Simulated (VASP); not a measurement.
# W (Im-3m) in VASP: notebook

Runs on W. Level: PBE. Tasks: single point, relaxation of cell and atoms.

Program: VASP 6.6.1. These are calculated values, not measurements. Logs are shortened: lines on timing, memory, paths and dates and some standing lists are left out, and cuts for length are marked.

## 1. The cell of the first run

Symmetry: Im-3m, No. 229, cubic system. The conventional cell has a = 3.184 Å, b = 3.184 Å, c = 3.184 Å, α = 90.00°, β = 90.00°, γ = 90.00°. W (site symmetry m-3m) has 14 W at 2.76 to 3.18 Å within 3.6 Å.

## 2. Single point, PBE

Input file INCAR:

```
SYSTEM = W
  PREC = Accurate
  ENCUT = 500
  EDIFF = 1E-6
  ISMEAR = 1
  SIGMA = 0.1
  LREAL = .FALSE.
  LASPH = .TRUE.
  NELM = 120
  ALGO = Normal
  ISIF = 2
  LWAVE = .FALSE.
  LCHARG = .FALSE.
  GGA = PE
  NBANDS = 13
  GGA_COMPAT = .FALSE.
```

Input file KPOINTS:

```
regular mesh
0
G
  17 17 17
  0 0 0
```

Input file POSCAR:

```
W
1.0
   -1.5921028059      1.5921028059      1.5921028059
    1.5921028059     -1.5921028059      1.5921028059
    1.5921028059      1.5921028059     -1.5921028059
W
1
Direct
    0.0000000000      0.0000000000      0.0000000000
```

Potentials or basis: VASP PAW PBE potentials, release 64 (W_sv).

On the command line:

```console
> cat potpaw_PBE.64/W_sv/POTCAR > POTCAR
> mpirun -np 1 vasp_std > vasp.out
```

OUTCAR:

```text
SYSTEM = W
   PREC = Accurate
   ENCUT = 500
   EDIFF = 1E-6
   ISMEAR = 1
   LREAL = .FALSE.
   LASPH = .TRUE.
   NELM = 120
   ISIF = 2
   GGA = PE

 ion  position               nearest neighbor table
   1  0.000  0.000  0.000-

  LATTYP: Found a body centered cubic cell.
 ALAT       =     3.1842056118

  Lattice vectors:

 A1 = (  -1.5921028059,   1.5921028059,   1.5921028059)
 A2 = (   1.5921028059,  -1.5921028059,   1.5921028059)
 A3 = (   1.5921028059,   1.5921028059,  -1.5921028059)

Analysis of symmetry for initial positions (statically):
=====================================================================
 Subroutine PRICEL returns:
 Original cell was already a primitive cell.

 Routine SETGRP: Setting up the symmetry group for a
 body centered cubic supercell.

 Subroutine GETGRP returns: Found 48 space group operations
 (whereof 48 operations were pure point group operations)
 out of a pool of 48 trial point group operations.

The static configuration has the point symmetry O_h .

Analysis of symmetry for dynamics (positions and initial velocities):
=====================================================================
 Subroutine PRICEL returns:
 Original cell was already a primitive cell.

 Routine SETGRP: Setting up the symmetry group for a
 body centered cubic supercell.

 Subroutine GETGRP returns: Found 48 space group operations
 (whereof 48 operations were pure point group operations)
 out of a pool of 48 trial point group operations.

The dynamic configuration has the point symmetry O_h .

 Subroutine INISYM returns: Found 48 space group operations
 (whereof 48 operations are pure point group operations),
 and found     1 'primitive' translations

----------------------------------------------------------------------------------------

                                     Primitive cell

  volume of cell :      16.1426

  direct lattice vectors                    reciprocal lattice vectors
    -1.592102806  1.592102806  1.592102806     0.000000000  0.314050071  0.314050071
     1.592102806 -1.592102806  1.592102806     0.314050071  0.000000000  0.314050071
     1.592102806  1.592102806 -1.592102806     0.314050071  0.314050071  0.000000000

  length of vectors
     2.757602951  2.757602951  2.757602951     0.444133870  0.444133870  0.444133870

  position of ions in fractional coordinates (direct lattice)
     0.000000000  0.000000000  0.000000000

  ion indices of the primitive-cell ions
   primitive index   ion index
                 1           1

----------------------------------------------------------------------------------------

 KPOINTS: regular mesh

Automatic generation of k-mesh.
 Grid dimensions read from file:
 generate k-points for:   17   17   17

 Generating k-lattice:

  Cartesian coordinates                     Fractional coordinates (reciprocal lattice)
     0.000000000  0.018473534  0.018473534     0.058823529  0.000000000  0.000000000
     0.018473534  0.000000000  0.018473534     0.000000000  0.058823529  0.000000000
     0.018473534  0.018473534  0.000000000     0.000000000  0.000000000  0.058823529

  Length of vectors
     0.026125522  0.026125522  0.026125522

  Shift w.r.t. Gamma in fractional coordinates (k-lattice)
     0.000000000  0.000000000  0.000000000

 Subroutine IBZKPT returns following result:
 ===========================================

 Found    165 irreducible k-points:

 Following reciprocal coordinates:
            Coordinates               Weight
  0.000000  0.000000  0.000000      1.000000
  0.058824  0.000000  0.000000     12.000000
  0.117647  0.000000  0.000000     12.000000
  0.176471  0.000000  0.000000     12.000000
  0.235294  0.000000  0.000000     12.000000
  0.294118  0.000000  0.000000     12.000000
[... 16 lines left out ...]
  0.411765  0.117647 -0.000000     48.000000
  0.176471  0.176471  0.000000     24.000000
 [... further k-points ...]
   k-points           NKPTS =    165   k-points in BZ     NKDIM =    165   number of bands    NBANDS=     13
   number of dos      NEDOS =    301   number of ions     NIONS =      1
   total plane-waves  NPLWV =   8000
   dimension x,y,z NGX =    20 NGY =   20 NGZ =   20
   dimension x,y,z NGXF=    40 NGYF=   40 NGZF=   40
   ions per type =               1
   NGX,Y,Z   is equivalent  to a cutoff of  12.06, 12.06, 12.06 a.u.
   NGXF,Y,Z  is equivalent  to a cutoff of  24.11, 24.11, 24.11 a.u.
 SYSTEM =  W
   PREC   = accura    normal or accurate (medium, high low for compatibility)
   ISTART =      0    job   : 0-new  1-cont  2-samecut
   ICHARG =      2    charge: 1-file 2-atom 10-const
   ISPIN  =      1    spin polarized calculation?
   LNONCOLLINEAR =      F non collinear calculations
   LSORBIT =      F    spin-orbit coupling
   LASPH  =      T    aspherical Exc in radial PAW
   ENCUT  =  500.0 eV  36.75 Ry    6.06 a.u.   5.03  5.03  5.03*2*pi/ulx,y,z
   NELM   =    120;   NELMIN=  2; NELMDL= -5     # of ELM steps
   EDIFF  = 0.1E-05   stopping-criterion for ELM
   LREAL  =      F    real-space projection
   EDIFFG = 0.1E-04   stopping-criterion for IOM
   NSW    =      0    number of steps for IOM
   IBRION =     -1    ionic relax: 0-MD 1-quasi-New 2-CG
   NFREE  =      0    steps in history (QN), initial steepest desc. (CG)
   ISIF   =      2    stress and relaxation
   ISYM   =      2    0-nonsym 1-usesym 2-fastsym
   POTIM  = 0.5000    time-step for ionic-motion
   TEBEG  =    0.0;   TEEND  =   0.0 temperature during run
   PSTRESS=    0.0 pullay stress
   NELECT =      14.0000    total number of electrons
   NUPDOWN=      -1.0000    fix difference up-down
   EMIN   =  10.00;   EMAX   =-10.00  energy-range for DOS
   EFERMI =   0.00;   METHOD = LEGACY
   ISMEAR =     1;   SIGMA  =   0.10  broadening in eV -4-tet -1-fermi 0-gaus
   EFERMI_NEDOS =   21; number of points for ismear=-14 and -15
   IALGO  =     38    algorithm
   IMIX   =      4    mixing-type and parameters
     AMIX     =   0.40;   BMIX     =  1.00
     AMIX_MAG =   1.60;   BMIX_MAG =  1.00
  volume/ion in A,a.u.               =      16.14       108.94
  Fermi-wavevector in a.u.,A,eV,Ry     =   1.561204  2.950248 33.162281  2.437359
  Thomas-Fermi vector in A             =   2.664304
   LORBIT       =      0    0 simple, 1 ext, 2 COOP (PROOUT), +10 PAW based schemes
   GGA     = PE    functional components
   LHFCALC =     F    Hartree Fock is set to
   AEXX    =    0.0000 exact exchange contribution
   IVDW    =     0    specifies the selected vdW correction
   LEPSILON=     F    determine dielectric tensor
   LRPA    =     F    only Hartree local field effects (RPA)
 non-spin polarized calculation
 Methfessel and Paxton  Order N= 1 SIGMA  =   0.10
  energy-cutoff  :      500.00
  volume of cell :       16.14
 maximum number of plane-waves:       422
   NGX =  9   NGY =  9   NGZ =  9

 number of electron      14.0000000 magnetization

 Free energy of the ion-electron system (eV)
  ---------------------------------------------------
  ext. energy  EPLUGINS =         0.00000000
  ---------------------------------------------------
  free energy    TOTEN  =       -12.95388656 eV

  energy without entropy =      -12.95403318  energy(sigma->0) =      -12.95393543

 E-fermi :  11.2086     XC(G=0): -13.5391

 val. band max:       11.1949831258   @ k =  -0.1765   0.1765   0.1176
 cond. band min:      11.2371040051   @ k =  -0.4706   0.4706   0.2353
 fundamental gap:      0.0421208792
 Fermi energy:        11.2085506182

 k-point     1 :       0.0000    0.0000    0.0000
  band No.  band energies     occupation
      1     -63.0315      2.00000
      2     -26.6191      2.00000
      3     -26.6191      2.00000
      4     -26.6191      2.00000
      5       1.6460      2.00000
      6       9.9800      2.00000
      7       9.9800      2.00000
      8       9.9800      2.00000
      9      13.3981      0.00000
     10      13.3981      0.00000
     11      25.6583      0.00000
     12      25.6583      0.00000
     13      25.6583      0.00000

 k-point     2 :       0.0588    0.0000    0.0000
  band No.  band energies     occupation
      1     -63.0275      2.00000
      2     -26.6633      2.00000
      3     -26.6330      2.00000
      4     -26.6194      2.00000
      5       1.8102      2.00000
      6       9.8803      2.00000
      7       9.9575      2.00000
      8      10.1378      2.00000
      9      13.2390      0.00000
     10      13.3991      0.00000
     11      25.7980      0.00000
     12      25.9379      0.00000
     13      26.0571      0.00000

 k-point     3 :       0.1176    0.0000    0.0000
  band No.  band energies     occupation
      1     -63.0156      2.00000
      2     -26.7885      2.00000
      3     -26.6724      2.00000
      4     -26.6199      2.00000
      5       2.2828      2.00000
      6       9.6073      2.00000
      7       9.8578      2.00000
      8      10.6059      2.00000
      9      12.9113     -0.00000
     10      13.4111      0.00000
     11      26.1367      0.00000
     12      26.7485      0.00000
     13      27.0503      0.00000
[... 305 lines left out ...]
 k-point    23 :       0.4118    0.1176   -0.0000
  band No.  band energies     occupation
      1     -62.9050      2.00000
      2     -27.7716      2.00000
      3     -27.0634      2.00000
      4     -26.6845      2.00000
      5       5.4871      2.00000
      6       7.8219      2.00000
      7      10.7190      2.00000
      8      13.1317     -0.00000
      9      14.5656      0.00000
     10      17.8229      0.00000
     11      21.4410      0.00000
     12      23.5633      0.00000
     13      27.4007      0.00000

 k-point    24 :       0.1765    0.1765    0.0000
  band No.  band energies     occupation
      1     -62.9480      2.00000
      2     -27.4008      2.00000
      3     -26.8803      2.00000
      4     -26.6999      2.00000
      5       5.0242      2.00000
      6       8.5059      2.00000
      7       8.7515      2.00000
      8      12.4144     -0.00000
      9      14.0511      0.00000
     10      14.3149      0.00000
     11      25.4148      0.00000
     12      27.3741      0.00000
     13      29.7785      0.00000

 [... further k-points ...]
[... 5 lines left out ...]
  --------------------------------------------------------------------------------------
  -------------------------------------------------------------------------------------
  Total        0.0459632      0.0459632      0.0459632      0.0000000      0.0000000      0.0000000
  in kB        4.5619173      4.5619173      4.5619173      0.0000000      0.0000000      0.0000000
  external PRESSURE =       4.5619173 kB  Pullay stress =       0.0000000 kB

 VOLUME and BASIS-vectors are now :
 -----------------------------------------------------------------------------
  energy-cutoff  :      500.00
  volume of cell :       16.14
      direct lattice vectors                 reciprocal lattice vectors
    -1.592102806  1.592102806  1.592102806     0.000000000  0.314050071  0.314050071
     1.592102806 -1.592102806  1.592102806     0.314050071  0.000000000  0.314050071
     1.592102806  1.592102806 -1.592102806     0.314050071  0.314050071  0.000000000

 POSITION                                       TOTAL-FORCE (eV/Angst)
 -----------------------------------------------------------------------------------
      0.00000      0.00000      0.00000         0.000000     -0.000000     -0.000000
 -----------------------------------------------------------------------------------
    total drift:                                0.000000     -0.000000      0.000000

  FREE ENERGIE OF THE ION-ELECTRON SYSTEM (eV)
  ---------------------------------------------------
  free  energy   TOTEN  =       -12.9538865579 eV

  energy  without entropy=      -12.9540331762  energy(sigma->0) =      -12.95393543
```

It took 42 s on 1 thread of Intel Xeon 8259CL, shared host; peak memory 0.15 GiB.

Results:

| Item | Value |
| --- | --- |
| Free energy | -12.9539 eV |
| Pressure | 0.5 GPa |
| Band gap on the k mesh | zero (band 7 reaches 15.81 eV, above the bottom of band 8 at 9.98 eV) |

Levels at points of the mesh, in eV from the Fermi level:
```csv
k point,band 4,band 5,band 6,band 7,band 8,band 9,band 10,band 11
"(0.00, 0.00, 0.00)",-37.83,-9.56,-1.23,-1.23,-1.23,2.19,2.19,14.45
```

Caveat: spin-orbit coupling is left out, which moves the levels of the heavy elements.

## 3. Relaxation of cell and atoms, PBE

This run uses another cell than the first one, of 15.93 Å³/atom, 0.987 times its volume.

Input file INCAR:

```
SYSTEM = W
PREC = Accurate
ENCUT = 500
EDIFF = 1E-7
ISMEAR = 1
SIGMA = 0.1
LREAL = .False.
LASPH = .True.
NELM = 120
ALGO = Normal
ISIF = 3
LWAVE = .False.
LCHARG = .False.
GGA = PE
IBRION = 2
NSW = 80
EDIFFG = -0.005
GGA_COMPAT = .False.
NELMIN = 4
```

Input file KPOINTS:

```
regular mesh
0
Gamma
  17 17 17
  0 0 0
```

Input file POSCAR:

```
W
1.0
   -1.5851578000      1.5851578000      1.5851578000
    1.5851578000     -1.5851578000      1.5851578000
    1.5851578000      1.5851578000     -1.5851578000
W
1
Direct
    0.0000000000      0.0000000000      0.0000000000
```

Potentials or basis: VASP PAW PBE potentials, release 64 (W_sv).

On the command line:

```console
> cat potpaw_PBE.64/W_sv/POTCAR > POTCAR
> mpirun -np 1 vasp_std > vasp.out
```

It took 93 s on 1 thread of Intel Xeon 8259CL, shared host; peak memory 0.15 GiB.

It converged, with:

| Item | Value |
| --- | --- |
| Free energy | -12.9538 eV |
| Relaxed volume | 16.17 Å³/atom |
| Relaxed cell | a = 2.759 Å, b = 2.759 Å, c = 2.759 Å, α = 109.47°, β = 109.47°, γ = 109.47° |
| Space group after relaxing (to 0.05 Å) | Im-3m (No. 229) |
| Energy gained by relaxing | 3.3 meV/atom |
| Ionic steps | 4 |
| Pressure after relaxing | 0.0 GPa |
| Band gap on the k mesh | zero (band 7 reaches 15.78 eV, above the bottom of band 8 at 9.96 eV) |

The path:
```tsv
step	energy change (eV)	largest force (eV/Å)	pressure (GPa)	volume (Å³)
1	0.0000	0.0000	4.59	15.93
2	0.0351	0.0000	-14.00	17.01
3	-0.0033	0.0000	-0.08	16.17
4	-0.0033	0.0000	0.01	16.17
```

Final structure:
```cif
data_structure
_symmetry_space_group_name_H-M 'P 1'
_symmetry_Int_Tables_number 1
_cell_length_a 2.7590
_cell_length_b 2.7590
_cell_length_c 2.7590
_cell_angle_alpha 109.471
_cell_angle_beta 109.471
_cell_angle_gamma 109.471
_cell_volume 16.17
loop_
_atom_site_label
_atom_site_type_symbol
_atom_site_fract_x
_atom_site_fract_y
_atom_site_fract_z
_atom_site_occupancy
W1 W 0.00000 0.00000 0.00000 1
```

Levels at points of the mesh, in eV from the Fermi level:
```csv
k point,band 5,band 6,band 7,band 8,band 9,band 10
"(0.00, 0.00, 0.00)",-9.55,-1.23,-1.23,-1.23,2.19,2.19
```

Caveat: spin-orbit coupling is left out, which moves the levels of the heavy elements.
